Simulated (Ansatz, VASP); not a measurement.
# Au in VASP and in Ansatz

Contents of INCAR:

```
SYSTEM = Au
PREC     = Accurate       ! precision mode
ENCUT    = 520            ! plane-wave cutoff, eV
EDIFF    = 1E-6           ! SCF threshold, eV
ISMEAR   = -1             ! smearing method
SIGMA    = 0.08           ! smearing width, eV
LREAL    = .FALSE.        ! projectors in reciprocal space
LASPH    = .TRUE.         ! aspherical terms in the spheres
NELM     = 100            ! most SCF steps
ALGO     = Normal         ! electronic algorithm
ISIF     = 2              ! what is computed and relaxed
LWAVE    = .FALSE.        ! write WAVECAR
LCHARG   = .FALSE.        ! write CHGCAR
GGA      = PE             ! functional
NBANDS   = 12             ! bands
```

File KPOINTS:

```
regular mesh
0
G
  16 16 16
  0 0 0
```

Contents of POSCAR:

```
Au
1.0
   -1.5821240666      1.5821240666      1.5821240666
    1.5821240666     -1.5821240666      1.5821240666
    1.5821240666      1.5821240666     -1.5821240666
Au
1
Direct
    0.0000000000      0.0000000000      0.0000000000
```

Input for Ansatz:

```yaml
crystal:
  lattice:
    - [-1.5821240666, 1.5821240666, 1.5821240666]
    - [1.5821240666, -1.5821240666, 1.5821240666]
    - [1.5821240666, 1.5821240666, -1.5821240666]
  atoms:
    - { symbol: Au, position: [0.0, 0.0, 0.0] }
kpoints:
  mp_grid: { grid: [16, 16, 16] }
scf:
  occupations: { method: fermi_dirac, width: 0.08 }
hamiltonian:
  xc: pbe
  pseudopotentials: { kind: all_electron, lapw: { basis_error: 0.001 } }
output:
  forces: true
  stress: true
  eigenvalues: true
  populations: true
```

Change from the starting cell: volume scaled by 0.88, LAPW.

Alike in both runs: task single point; functional PBE; k mesh 16 × 16 × 16; occupations fermi-dirac, width 0.08 eV; no spin polarisation.

|  | VASP | Ansatz |
| --- | --- | --- |
| version | VASP 6.6.1 | Ansatz 0.2.0 |
| potentials or method | VASP PAW PBE potentials, release 64 (Au), cutoff 520 eV | all-electron LAPW, scalar-relativistic |

Ansatz gave:

| Quantity | Value |
| --- | --- |
| pressure (GPa) | 25.7 |

Estimate VASP's values.

pressure (GPa): 25.3.

Ansatz ran all-electron here, and VASP with PAW potentials.

Neither program's run includes spin-orbit coupling.
